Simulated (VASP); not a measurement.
**Ga3Bi2N3: relaxation of cell and atoms with PBE**

The system is Ga3Bi2N3.

```xyz
8
Lattice="3.7447 2.1620 3.0549 -3.7447 2.1620 3.0549 0.0000 -4.3240 3.0549" Properties=species:S:1:pos:R:3 pbc="T T T"
Ga    1.8259    0.0000    4.5823
Ga   -0.9129   -1.5813    4.5823
Ga   -0.9129    1.5813    4.5823
Bi    0.0000    0.0000    2.2390
Bi    0.0000    0.0000    6.9257
N     1.8082    2.1620    3.0549
N     0.9682   -2.6470    3.0549
N    -2.7764    0.4850    3.0549
```

The cell was built from a structure type or drawn by symmetry, and may not be a known phase.

```json
{
 "Program": "VASP 6.6.1",
 "Task": "relaxation of cell and atoms",
 "Functional": "PBE",
 "Potentials or basis": "VASP PAW PBE potentials, release 64 (Ga_d, Bi_d, N)",
 "Cutoff": "600 eV",
 "k mesh": "2 × 2 × 2",
 "Occupations": "gaussian, width 0.15 eV",
 "Spin": "no spin polarisation",
 "Dipole correction": "no",
 "Further INCAR settings": "ALGO = Normal; EDIFF = 1e-07; IBRION = 2; EDIFFG = -0.08; NSW = 36; ISIF = 3"
}
```

```yaml
Relaxed_volume: 18.63 Å³/atom
Relaxed_cell: a = 5.311 Å, b = 5.311 Å, c = 5.311 Å, α = 93.25°, β = 93.25°, γ = 93.25°
Space_group_after_relaxing_to_0.1_Å: R32 (No. 155)
Energy_gained_by_relaxing: 449.7 meV/atom
Ionic_steps: 20
Pressure_after_relaxing: -0.3 GPa
Largest_force_after_relaxing: 0.053 eV/Å
Band_gap_on_the_k_mesh: zero (bands 42 and 43 overlap by 0.52 eV)
```

Forces in eV/Å, atoms in the order of the input:
```
Ga  -0.018  0.000  0.000
Ga   0.009  0.015  0.000
Ga   0.009 -0.015  0.000
Bi   0.000  0.000 -0.053
Bi   0.000  0.000  0.053
N    0.020  0.000  0.000
N   -0.010 -0.017  0.000
N   -0.010  0.017  0.000
```

Stress tensor (GPa, compression positive):
```
-0.35  0.00  0.00
 0.00 -0.35  0.00
 0.00  0.00 -0.25
```

The path:
```csv
step,energy change (eV),largest force (eV/Å),pressure (GPa),volume (Å³)
1,0.0000,1.8767,-4.96,148.39
2,-0.6118,2.1942,-0.98,136.40
3,-0.8620,2.2685,9.58,120.46
4,-0.8919,2.3252,6.18,124.36
5,-1.2438,2.1877,7.20,122.87
6,-1.8733,1.3278,13.81,118.37
7,-2.3454,1.2286,10.76,123.17
8,-2.4911,2.7820,9.08,128.65
9,-2.9776,1.1304,2.98,136.06
10,-3.1347,1.1627,-1.97,144.37
11,-3.2539,0.9730,-1.63,144.36
12,-3.4881,0.4483,-0.15,144.33
13,-3.2569,1.5823,4.34,144.25
14,-3.5260,0.3711,0.76,144.31
15,-3.5273,0.3527,0.97,144.31
16,-3.5622,0.2414,0.54,146.16
17,-3.5816,0.1365,0.04,148.90
18,-3.5874,0.1103,-0.15,149.08
19,-3.5947,0.1809,-0.63,149.56
20,-3.5978,0.0526,-0.32,149.03
```

Final structure:
```xyz
8
Lattice="3.8602 2.2287 2.8870 -3.8602 2.2287 2.8870 0.0000 -4.4574 2.8870" Properties=species:S:1:pos:R:3 pbc="T T T"
Ga    1.6119    0.0000    4.3306
Ga   -0.8059   -1.3959    4.3306
Ga   -0.8059    1.3959    4.3306
Bi    0.0000    0.0000    1.4989
Bi    0.0000    0.0000    7.1622
N     2.1422    2.2287    2.8870
N     0.8590   -2.9695    2.8870
N     0.8590    2.9695    5.7741
```

Levels at points of the mesh, in eV from the Fermi level:
| k point | band 38 | band 39 | band 40 | band 41 | band 42 | band 43 | band 44 | band 45 | band 46 | band 47 |
| --- | --- | --- | --- | --- | --- | --- | --- | --- | --- | --- |
| (0.00, 0.00, 0.00) | -2.29 | -1.71 | -1.04 | -1.04 | -0.69 | -0.51 | 1.01 | 1.01 | 2.13 | 2.13 |
| (0.50, 0.00, 0.00) | -1.68 | -1.55 | -1.32 | -0.97 | -0.28 | 0.12 | 0.46 | 1.29 | 1.90 | 3.27 |
| (0.50, 0.50, 0.00) | -1.97 | -1.90 | -0.68 | -0.63 | 0.01 | 0.15 | 1.89 | 2.04 | 2.17 | 2.72 |
| (0.50, 0.50, 0.50) | -1.26 | -0.60 | -0.60 | -0.59 | -0.30 | 0.72 | 1.13 | 1.13 | 2.14 | 3.76 |

Run time: 25 min on 1 thread of Intel Xeon 8259CL (shared host), peak memory 0.29 GiB.

Caveat: the k points lie up to 0.59 Å⁻¹ apart in the final cell, too coarse for converged energies and pressures of a metal; spin-orbit coupling is left out, which moves the levels of the heavy elements; the relaxation stopped at a loose force limit of 0.08 eV/Å, so its end isn't a converged minimum.
